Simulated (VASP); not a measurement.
# Ge (Fd-3m) in VASP: single point with LDA

Aim: the single point of Ge with LDA.

Program: VASP 6.6.1. These are calculated values, not measurements. Logs are shortened: lines on timing, memory, paths and dates and some standing lists are left out, and cuts for length are marked.

### Step 1. The cell of the first run

It takes space group Fd-3m (No. 227, cubic). Conventional cell: a = 5.622 Å, b = 5.622 Å, c = 5.622 Å, α = 90.00°, β = 90.00°, γ = 90.00°. Within 3.2 Å of Ge (site symmetry -43m) lie 4 Ge at 2.43 Å.

### Step 2. Single point, LDA

The input, INCAR:

```
PREC = Accurate ; ENCUT = 500
EDIFF = 1E-6 ; ISMEAR = 0
SIGMA = 0.1 ; LREAL = F
LASPH = T ; NELM = 120
ALGO = Normal ; ISIF = 2
LWAVE = F ; LCHARG = F
GGA = CA ; NBANDS = 21
GGA_COMPAT = F
```

The input, KPOINTS:

```
Automatic mesh
0
Gamma
  12 12 12
```

The input, POSCAR:

```
Ge
1.0
    0.0000000000      2.8109399997      2.8109399997
    2.8109399997      0.0000000000      2.8109399997
    2.8109399997      2.8109399997      0.0000000000
Ge
2
Direct
    0.0000000000      0.0000000000      0.0000000000
    0.2500000000      0.2500000000      0.2500000000
```

Potentials or basis: VASP PAW LDA potentials, release 64 (Ge_d).

Run with:

```
> cat potpaw_LDA.64/Ge_d/POTCAR > POTCAR
> mpirun -np 1 vasp_std > vasp.out
```

OUTCAR:

```text
PREC = Accurate
   ENCUT = 500
   EDIFF = 1E-6
   ISMEAR = 0
   LREAL = F
   LASPH = T
   NELM = 120
   ISIF = 2
   GGA = CA

 ion  position               nearest neighbor table
   1  0.000  0.000  0.000-   2 2.43   2 2.43   2 2.43   2 2.43
   2  0.250  0.250  0.250-   1 2.43   1 2.43   1 2.43   1 2.43

  LATTYP: Found a face centered cubic cell.
 ALAT       =     5.6218799994

  Lattice vectors:

 A1 = (   0.0000000000,   2.8109399997,   2.8109399997)
 A2 = (   2.8109399997,   0.0000000000,   2.8109399997)
 A3 = (   2.8109399997,   2.8109399997,   0.0000000000)

Analysis of symmetry for initial positions (statically):
=====================================================================
 Subroutine PRICEL returns:
 Original cell was already a primitive cell.

 Routine SETGRP: Setting up the symmetry group for a
 face centered cubic supercell.

 Subroutine GETGRP returns: Found 48 space group operations
 (whereof 24 operations were pure point group operations)
 out of a pool of 48 trial point group operations.

The static configuration has the point symmetry T_d .
 The point group associated with its full space group is O_h .

Analysis of symmetry for dynamics (positions and initial velocities):
=====================================================================
 Subroutine PRICEL returns:
 Original cell was already a primitive cell.

 Routine SETGRP: Setting up the symmetry group for a
 face centered cubic supercell.

 Subroutine GETGRP returns: Found 48 space group operations
 (whereof 24 operations were pure point group operations)
 out of a pool of 48 trial point group operations.

The dynamic configuration has the point symmetry T_d .
 The point group associated with its full space group is O_h .

 Subroutine INISYM returns: Found 48 space group operations
 (whereof 24 operations are pure point group operations),
 and found     1 'primitive' translations

----------------------------------------------------------------------------------------

                                     Primitive cell

  volume of cell :      44.4206

  direct lattice vectors                    reciprocal lattice vectors
     0.000000000  2.810940000  2.810940000    -0.177876440  0.177876440  0.177876440
     2.810940000  0.000000000  2.810940000     0.177876440 -0.177876440  0.177876440
     2.810940000  2.810940000  0.000000000     0.177876440  0.177876440 -0.177876440

  length of vectors
[... 74 lines left out ...]
   ISTART =      0    job   : 0-new  1-cont  2-samecut
   ICHARG =      2    charge: 1-file 2-atom 10-const
   ISPIN  =      1    spin polarized calculation?
   LNONCOLLINEAR =      F non collinear calculations
   LSORBIT =      F    spin-orbit coupling
   LASPH  =      T    aspherical Exc in radial PAW
   ENCUT  =  500.0 eV  36.75 Ry    6.06 a.u.   7.25  7.25  7.25*2*pi/ulx,y,z
   NELM   =    120;   NELMIN=  2; NELMDL= -5     # of ELM steps
   EDIFF  = 0.1E-05   stopping-criterion for ELM
   LREAL  =      F    real-space projection
   EDIFFG = 0.1E-04   stopping-criterion for IOM
   NSW    =      0    number of steps for IOM
   IBRION =     -1    ionic relax: 0-MD 1-quasi-New 2-CG
   NFREE  =      0    steps in history (QN), initial steepest desc. (CG)
   ISIF   =      2    stress and relaxation
   ISYM   =      2    0-nonsym 1-usesym 2-fastsym
   POTIM  = 0.5000    time-step for ionic-motion
   TEBEG  =    0.0;   TEEND  =   0.0 temperature during run
   PSTRESS=    0.0 pullay stress
   NELECT =      28.0000    total number of electrons
   NUPDOWN=      -1.0000    fix difference up-down
   EMIN   =  10.00;   EMAX   =-10.00  energy-range for DOS
   EFERMI =   0.00;   METHOD = LEGACY
   ISMEAR =     0;   SIGMA  =   0.10  broadening in eV -4-tet -1-fermi 0-gaus
   EFERMI_NEDOS =   21; number of points for ismear=-14 and -15
   IALGO  =     38    algorithm
   IMIX   =      4    mixing-type and parameters
     AMIX     =   0.40;   BMIX     =  1.00
     AMIX_MAG =   1.60;   BMIX_MAG =  1.00
  volume/ion in A,a.u.               =      22.21       149.88
  Fermi-wavevector in a.u.,A,eV,Ry     =   1.403673  2.652557 26.807529  1.970298
  Thomas-Fermi vector in A             =   2.526311
   LORBIT       =      0    0 simple, 1 ext, 2 COOP (PROOUT), +10 PAW based schemes
   GGA     = CA    functional components
   LHFCALC =     F    Hartree Fock is set to
   AEXX    =    0.0000 exact exchange contribution
   IVDW    =     0    specifies the selected vdW correction
   LEPSILON=     F    determine dielectric tensor
   LRPA    =     F    only Hartree local field effects (RPA)
 non-spin polarized calculation
 Gauss-broadening in eV      SIGMA  =   0.10
  energy-cutoff  :      500.00
  volume of cell :       44.42
 maximum number of plane-waves:      1158
 NGX is ok and might be reduce to    30
   NGX = 15   NGY = 15   NGZ = 15

 number of electron      28.0000032 magnetization

 Free energy of the ion-electron system (eV)
  ---------------------------------------------------
  ext. energy  EPLUGINS =         0.00000000
  ---------------------------------------------------
  free energy    TOTEN  =       -10.39086892 eV

  energy without entropy =      -10.39065055  energy(sigma->0) =      -10.39075973

 E-fermi :   4.9441     XC(G=0): -10.3787

 val. band max:        4.9426104465   @ k =   0.0000   0.0000   0.0000
 cond. band min:       5.0363776100   @ k =   0.5000   0.0000   0.0000
 fundamental gap:      0.0937671635
 Fermi energy:         4.9440905657

 k-point     1 :       0.0000    0.0000    0.0000
  band No.  band energies     occupation
      1     -20.0566      2.00000
      2     -20.0566      2.00000
      3     -20.0566      2.00000
      4     -20.0183      2.00000
      5     -20.0183      2.00000
      6     -19.7971      2.00000
[... 565 lines left out ...]
     20      14.6442      0.00000
     21      15.2262      0.00000

 [... further k-points ...]
[... 5 lines left out ...]
  --------------------------------------------------------------------------------------
  -------------------------------------------------------------------------------------
  Total        0.0389798      0.0389798      0.0389798      0.0000000      0.0000000      0.0000000
  in kB        1.4059363      1.4059363      1.4059363      0.0000000      0.0000000      0.0000000
  external PRESSURE =       1.4059363 kB  Pullay stress =       0.0000000 kB

 VOLUME and BASIS-vectors are now :
 -----------------------------------------------------------------------------
  energy-cutoff  :      500.00
  volume of cell :       44.42
      direct lattice vectors                 reciprocal lattice vectors
     0.000000000  2.810940000  2.810940000    -0.177876440  0.177876440  0.177876440
     2.810940000  0.000000000  2.810940000     0.177876440 -0.177876440  0.177876440
     2.810940000  2.810940000  0.000000000     0.177876440  0.177876440 -0.177876440

 POSITION                                       TOTAL-FORCE (eV/Angst)
 -----------------------------------------------------------------------------------
      0.00000      0.00000      0.00000         0.000000     -0.000000     -0.000000
      1.40547      1.40547      1.40547         0.000000      0.000000      0.000000
 -----------------------------------------------------------------------------------
    total drift:                                0.000000      0.000000      0.000000

  FREE ENERGIE OF THE ION-ELECTRON SYSTEM (eV)
  ---------------------------------------------------
  free  energy   TOTEN  =       -10.3908689203 eV

  energy  without entropy=      -10.3906505457  energy(sigma->0) =      -10.39075973
```

OSZICAR:

```text
N       E                     dE             d eps       ncg     rms          rms(c)
DAV:   1     0.185400871624E+03    0.18540E+03   -0.14267E+04  3379   0.352E+03
DAV:   2     0.161673096103E+02   -0.16923E+03   -0.16388E+03  3034   0.607E+02
DAV:   3    -0.971131043148E+01   -0.25879E+02   -0.25724E+02  3414   0.140E+02
DAV:   4    -0.105597942891E+02   -0.84848E+00   -0.84806E+00  3444   0.297E+01
DAV:   5    -0.105735083692E+02   -0.13714E-01   -0.13714E-01  3424   0.413E+00    0.336E+00
DAV:   6    -0.104514191622E+02    0.12209E+00   -0.37317E-02  3389   0.159E+00    0.193E+00
DAV:   7    -0.103901406316E+02    0.61279E-01   -0.76664E-02  3263   0.202E+00    0.141E-01
DAV:   8    -0.103908456415E+02   -0.70501E-03   -0.57671E-03  3434   0.845E-01    0.452E-02
DAV:   9    -0.103908724146E+02   -0.26773E-04   -0.98887E-05  3875   0.117E-01    0.141E-02
DAV:  10    -0.103908691896E+02    0.32250E-05   -0.97188E-06  4086   0.399E-02    0.424E-03
DAV:  11    -0.103908689203E+02    0.26921E-06   -0.99527E-07  2440   0.825E-03
   1 F= -.10390869E+02 E0= -.10390760E+02  d E =-.218375E-03
```

stdout:

```text
POSCAR found type information on POSCAR Ge
 POSCAR found :  1 types and       2 ions
 scaLAPACK will be used
 LDA part: xc-table for (Slater(with rela. corr.)+CA(PZ))
 , standard interpolation
 POSCAR, INCAR and KPOINTS ok, starting setup
 FFT: planning ... GRIDC
 FFT: planning ... GRID_SOFT
 FFT: planning ... GRID
 WAVECAR not read
 entering main loop
```

Run time: 46 s. Hardware: 1 thread of Intel Xeon 6975P-C, shared host; peak memory 0.18 GiB.

Results:

```yaml
Free_energy: -10.3909 eV
Pressure: 0.1 GPa
```

Levels at points of the mesh, in eV from the Fermi level:
```csv
k point,band 11,band 12,band 13,band 14,band 15,band 16,band 17,band 18
"(0.00, 0.00, 0.00)",-12.98,-0.03,-0.03,-0.03,0.00,2.50,2.50,2.50
"(0.50, 0.00, 0.00)",-10.85,-7.76,-1.47,-1.47,0.09,3.70,3.70,6.95
"(0.50, 0.50, 0.00)",-9.03,-9.03,-3.17,-3.17,0.61,0.61,9.54,9.54
```
